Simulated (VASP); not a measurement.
# Li2ZnGeSe4 (I-42m) in VASP: notebook, part 3 of 3

VASP 6.6.1. Earlier steps stand in the parts before.

## 4. Single point, PBE (22.98 Å³/atom)

This run uses another cell than the first one, of 22.98 Å³/atom.

Contents of INCAR:

```
SYSTEM = Li2ZnGeSe4
PREC = Accurate
ENCUT = 520
EDIFF = 1E-7
ISMEAR = 0
SIGMA = 0.01
LREAL = .FALSE.
LASPH = .TRUE.
NELM = 60
ALGO = Normal
ISIF = 2
LWAVE = .FALSE.
LCHARG = .TRUE.
GGA = PE
LELF = .TRUE.
LVHAR = .TRUE.
NBANDS = 38
```

Contents of KPOINTS:

```
regular mesh
0
G
  6 6 6
  0 0 0
```

Contents of POSCAR:

```
Li2ZnGeSe4
1.0
   -2.7869520800      2.7869520800      5.9164467680
    2.7869520800     -2.7869520800      5.9164467680
    2.7869520800      2.7869520800     -5.9164467680
Li Zn Ge Se
2 1 1 4
Direct
    0.7500000000      0.2500000000      0.5000000000
    0.2500000000      0.7500000000      0.5000000000
    0.0000000000      0.0000000000      0.0000000000
    0.5000000000      0.5000000000      0.0000000000
    0.8624044664      0.8624044664      0.4837735353
    0.1375955336      0.6213690688      0.0000000000
    0.6213690688      0.1375955336      0.0000000000
    0.3786309312      0.3786309312      0.5162264647
```

Potentials or basis: VASP PAW PBE potentials, release 64 (Li_sv, Zn, Ge_d, Se).

On the command line:

```
> cat potpaw_PBE.64/Li_sv/POTCAR potpaw_PBE.64/Zn/POTCAR potpaw_PBE.64/Ge_d/POTCAR potpaw_PBE.64/Se/POTCAR > POTCAR
> mpirun -np 1 vasp_std > vasp.out
```

OUTCAR:

```text
SYSTEM = Li2ZnGeSe4
   PREC = Accurate
   ENCUT = 520
   EDIFF = 1E-7
   ISMEAR = 0
   LREAL = .FALSE.
   LASPH = .TRUE.
   NELM = 60
   ISIF = 2
   GGA = PE

 ion  position               nearest neighbor table
   1  0.750  0.250  0.500-   8 2.50   6 2.50   7 2.50   5 2.50
   2  0.250  0.750  0.500-   8 2.50   7 2.50   6 2.50   5 2.50
   3  0.000  0.000  0.000-   5 2.48   7 2.48   6 2.48   8 2.48
   4  0.500  0.500  0.000-   5 2.38   6 2.38   7 2.38   8 2.38
   5  0.862  0.862  0.484-   4 2.38   3 2.48   2 2.50   1 2.50
   6  0.138  0.621  0.000-   4 2.38   3 2.48   2 2.50   1 2.50
   7  0.621  0.138  0.000-   4 2.38   3 2.48   1 2.50   2 2.50
   8  0.379  0.379  0.516-   4 2.38   3 2.48   1 2.50   2 2.50

  LATTYP: Found a body centered tetragonal cell.
 ALAT       =     5.5739041600
 C/A-ratio  =     2.1229094000

  Lattice vectors:

 A1 = (  -2.7869520800,   2.7869520800,   5.9164467680)
 A2 = (   2.7869520800,  -2.7869520800,   5.9164467680)
 A3 = (   2.7869520800,   2.7869520800,  -5.9164467680)

Analysis of symmetry for initial positions (statically):
[... 193 lines left out ...]
 k-point     1 :       0.0000    0.0000    0.0000
  band No.  band energies     occupation
      1     -43.0707      2.00000
      2     -43.0699      2.00000
      3     -23.1643      2.00000
      4     -23.1643      2.00000
      5     -23.1558      2.00000
      6     -23.1338      2.00000
[... 973 lines left out ...]
     37       8.2801      0.00000
     38       8.5413      0.00000

 [... further k-points ...]

------------------------ aborting loop because EDIFF is reached ----------------------------------------

  FORCE on cell =-STRESS in cart. coord.  units (eV):
  Direction    XX          YY          ZZ          XY          YZ          ZX
  --------------------------------------------------------------------------------------
  -------------------------------------------------------------------------------------
  Total        1.7281412      1.7281412      1.9076395      0.0000000      0.0000000      0.0000000
  in kB       15.0629434     15.0629434     16.6274988      0.0000000      0.0000000      0.0000000
  external PRESSURE =      15.5844619 kB  Pullay stress =       0.0000000 kB

 VOLUME and BASIS-vectors are now :
 -----------------------------------------------------------------------------
  energy-cutoff  :      520.00
  volume of cell :      183.81
      direct lattice vectors                 reciprocal lattice vectors
    -2.786952080  2.786952080  5.916446768     0.000000000  0.179407462  0.084510183
     2.786952080 -2.786952080  5.916446768     0.179407462  0.000000000  0.084510183
     2.786952080  2.786952080 -5.916446768     0.179407462  0.179407462  0.000000000

 POSITION                                       TOTAL-FORCE (eV/Angst)
 -----------------------------------------------------------------------------------
     -0.00000      2.78695      2.95822        -0.000000     -0.000000      0.000000
      2.78695     -0.00000      2.95822        -0.000000      0.000000      0.000000
      0.00000      0.00000      0.00000        -0.000000      0.000000      0.000000
      0.00000      0.00000      5.91645        -0.000000      0.000000      0.000000
      1.34825      1.34825      7.34252         0.045103      0.045103      0.161417
      1.34825     -1.34825      4.49037         0.045103     -0.045103     -0.161417
     -1.34825      1.34825      4.49037        -0.045103      0.045103     -0.161417
      1.43870      1.43870      1.42607        -0.045103     -0.045103      0.161417
 -----------------------------------------------------------------------------------
    total drift:                               -0.000000     -0.000000     -0.000004

  FREE ENERGIE OF THE ION-ELECTRON SYSTEM (eV)
  ---------------------------------------------------
  free  energy   TOTEN  =       -29.5819598536 eV

  energy  without entropy=      -29.5819598536  energy(sigma->0) =      -29.58195985
```

OSZICAR:

```text
N       E                     dE             d eps       ncg     rms          rms(c)
DAV:   1     0.489463709742E+03    0.48946E+03   -0.24741E+04  2752   0.200E+03
DAV:   2     0.503087087984E+02   -0.43916E+03   -0.41951E+03  2374   0.582E+02
DAV:   3    -0.222294431952E+02   -0.72538E+02   -0.71795E+02  2630   0.153E+02
DAV:   4    -0.304516321798E+02   -0.82222E+01   -0.81925E+01  3784   0.449E+01
DAV:   5    -0.309428872349E+02   -0.49126E+00   -0.49025E+00  3392   0.949E+00    0.725E+00
DAV:   6    -0.296773891842E+02    0.12655E+01   -0.22870E+00  3586   0.319E+01    0.535E+00
DAV:   7    -0.295823820548E+02    0.95007E-01   -0.14778E+00  2674   0.538E+00    0.227E+00
DAV:   8    -0.295772731673E+02    0.51089E-02   -0.68970E-02  2924   0.197E+00    0.822E-01
DAV:   9    -0.295802567601E+02   -0.29836E-02   -0.14536E-02  2818   0.591E-01    0.164E-01
DAV:  10    -0.295812825084E+02   -0.10257E-02   -0.27571E-03  3440   0.336E-01    0.111E-01
DAV:  11    -0.295818389670E+02   -0.55646E-03   -0.56908E-04  2594   0.123E-01    0.303E-02
DAV:  12    -0.295819466199E+02   -0.10765E-03   -0.12833E-04  2812   0.962E-02    0.134E-02
DAV:  13    -0.295819575446E+02   -0.10925E-04   -0.22897E-05  2876   0.414E-02    0.625E-03
DAV:  14    -0.295819596746E+02   -0.21300E-05   -0.53227E-06  2682   0.158E-02    0.197E-03
DAV:  15    -0.295819598299E+02   -0.15532E-06   -0.69340E-07  3012   0.464E-03    0.932E-04
DAV:  16    -0.295819598536E+02   -0.23672E-07   -0.17792E-07  2106   0.179E-03
   1 F= -.29581960E+02 E0= -.29581960E+02  d E =-.530098-118
```

Wall time 3.7 min (1 thread of AMD EPYC 9R45 (Zen 5), shared host); peak memory 0.5 GiB.

What came out:

* Free energy: -29.5820 eV
* Largest force: 0.174 eV/Å
* Band gap on the k mesh: 1.28 eV

Forces on the atoms (eV/Å):
```
Li   0.000  0.000  0.000
Li   0.000  0.000  0.000
Zn   0.000  0.000  0.000
Ge   0.000  0.000  0.000
Se   0.045  0.045  0.161
Se   0.045 -0.045 -0.161
Se  -0.045  0.045 -0.161
Se  -0.045 -0.045  0.161
```

Levels at points of the mesh, in eV from the valence-band top:
```tsv
k point	band 26	band 27	band 28	band 29	band 30	band 31
(0.00, 0.00, 0.00)	-0.31	0.00	0.00	1.28	2.68	4.23
(0.50, 0.00, 0.00)	-1.09	-0.74	-0.68	2.66	4.01	4.35
(0.50, 0.50, 0.00)	-0.55	-0.25	-0.04	1.34	3.02	4.66
(0.50, 0.50, 0.50)	-1.25	-0.49	-0.49	1.93	3.05	3.05
```

Caveat: the cutoff is under 1.25 times the usual one of these potentials, so pressure, stress and relaxed cells hold a basis-set (Pulay) error.

## 5. Single point, PBE

This run uses another cell than the first one, of 23.69 Å³/atom.

Contents of INCAR:

```
SYSTEM = Li2ZnGeSe4
ALGO = Normal
EDIFF = 1E-6
ENCUT = 520
GGA = PE
ISIF = 2
ISMEAR = 0
LASPH = .True.
LCHARG = .True.
LELF = .True.
LREAL = .False.
LVHAR = .True.
LWAVE = .False.
NBANDS = 38
NELM = 80
PREC = Accurate
SIGMA = 0.01
```

Contents of KPOINTS:

```
k-points
0
Gamma
  6 6 6
  0 0 0
```

Changes to POSCAR since step 4:

```diff
@@ -2,5 +2,5 @@
 1.0
-   -2.7869520800      2.7869520800      5.9164467680
-    2.7869520800     -2.7869520800      5.9164467680
-    2.7869520800      2.7869520800     -5.9164467680
+   -2.8153923308      2.8153923308      5.9768228438
+    2.8153923308     -2.8153923308      5.9768228438
+    2.8153923308      2.8153923308     -5.9768228438
 Li Zn Ge Se
```

On the command line:

```
> cat potpaw_PBE.64/Li_sv/POTCAR potpaw_PBE.64/Zn/POTCAR potpaw_PBE.64/Ge_d/POTCAR potpaw_PBE.64/Se/POTCAR > POTCAR
> mpirun -np 1 vasp_std > vasp.out
```

Wall time 3.6 min (1 thread of AMD EPYC 9R45 (Zen 5), shared host); peak memory 0.5 GiB.

The run converged. Its results:

```yaml
Free_energy: -29.6110 eV
Largest_force: 0.014 eV/Å
Band_gap_on_the_k_mesh: 1.17 eV
```

Forces in eV/Å, atoms in the order of the input:
```
Li   0.000  0.000  0.000
Li   0.000  0.000  0.000
Zn   0.000  0.000  0.000
Ge   0.000  0.000  0.000
Se  -0.003 -0.003  0.013
Se  -0.003  0.003 -0.013
Se   0.003 -0.003 -0.013
Se   0.003  0.003  0.013
```

Levels at points of the mesh, in eV from the valence-band top:
```csv
k point,band 24,band 25,band 26,band 27,band 28,band 29,band 30,band 31,band 32,band 33
"(0.00, 0.00, 0.00)",-1.47,-1.47,-0.31,0.00,0.00,1.17,2.71,4.09,4.59,4.59
"(0.50, 0.00, 0.00)",-1.26,-1.06,-1.04,-0.71,-0.65,2.52,3.97,4.29,4.61,5.34
"(0.50, 0.50, 0.00)",-1.17,-0.95,-0.53,-0.23,-0.03,1.26,2.93,4.58,4.89,5.23
"(0.50, 0.50, 0.50)",-1.23,-1.19,-1.19,-0.47,-0.47,1.85,3.08,3.08,3.11,3.35
```

Caveat: the cutoff is under 1.25 times the usual one of these potentials, so pressure, stress and relaxed cells hold a basis-set (Pulay) error.

## 6. Overview

| cell | gap on the mesh (eV) | largest force (eV/Å) |
| --- | --- | --- |
| a = 7.035 Å, angles 133.8, 133.8, 67.3°, 8 atoms | 1.39 | 0.36 |
| a = 7.133 Å, angles 134.1, 134.1, 66.9°, 8 atoms | 1.30 | 0.27 |
| a = 7.109 Å, angles 133.8, 133.8, 67.3°, 8 atoms | 1.28 | 0.17 |
| a = 7.182 Å, angles 133.8, 133.8, 67.3°, 8 atoms | 1.17 | 0.01 |

Alike in all rows: task single point; level PBE; potentials or basis VASP PAW PBE potentials, release 64 (Li_sv, Zn, Ge_d, Se); no spin polarisation; k mesh 6 × 6 × 6; cutoff (eV) 520; smearing gaussian 0.01 eV.

Caveats: the cutoff is under 1.25 times the usual one of these potentials, so pressure, stress and relaxed cells hold a basis-set (Pulay) error.

Absolute energies hang on the potentials; compare differences alone.
